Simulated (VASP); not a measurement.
Here is a VASP 6.6.1 calculation.

File INCAR:

```
SYSTEM = HfIN
ALGO = Normal
EDIFF = 1E-6
ENCUT = 520
GGA = CA
ISIF = 2
ISMEAR = 0
LASPH = .TRUE.
LCHARG = .TRUE.
LELF = .TRUE.
LREAL = .FALSE.
LVHAR = .TRUE.
LWAVE = .FALSE.
NBANDS = 31
NELM = 80
PREC = Accurate
SIGMA = 0.01
```

Contents of KPOINTS:

```
k-points
0
G
  6 6 6
  0 0 0
```

POSCAR

```
HfIN
1.0
    1.7957695295      1.0367874695     10.4831926065
   -1.7957695295      1.0367874695     10.4831926065
    0.0000000000     -2.0735759115     10.4831926065
Hf I N
2 2 2
Direct
    0.7944020000      0.7944020000      0.7944020000
    0.2055980000      0.2055980000      0.2055980000
    0.3930470000      0.3930470000      0.3930470000
    0.6069530000      0.6069530000      0.6069530000
    0.1399440000      0.1399440000      0.1399440000
    0.8600560000      0.8600560000      0.8600560000
```

Potentials or basis: VASP PAW LDA potentials, release 64 (Hf_pv, I, N).

Launch:

```bash
$ cat potpaw_LDA.64/Hf_pv/POTCAR potpaw_LDA.64/I/POTCAR potpaw_LDA.64/N/POTCAR > POTCAR
$ mpirun -np 1 vasp_std > vasp.out
```

**Question.** Predict the pressure.

**Answer.** 5.3 GPa.

**Question.** Estimate the largest force.

**Answer.** 0.751 eV/Å.

**Question.** Predict the band gap on the k mesh.

**Answer.** 0.63 eV (least direct gap 1.93 eV).

Forces in eV/Å, atoms in the order of the input:
```
Hf   0.000  0.000 -0.751
Hf   0.000  0.000  0.751
I    0.000  0.000 -0.333
I    0.000  0.000  0.333
N    0.000  0.000 -0.383
N    0.000  0.000  0.383
```

Caveat: the cell stands under pressure; semilocal functionals underestimate gaps, and a narrow one can read as zero; spin-orbit coupling is left out, which moves the levels of the heavy elements. A k mesh can miss the band edges.
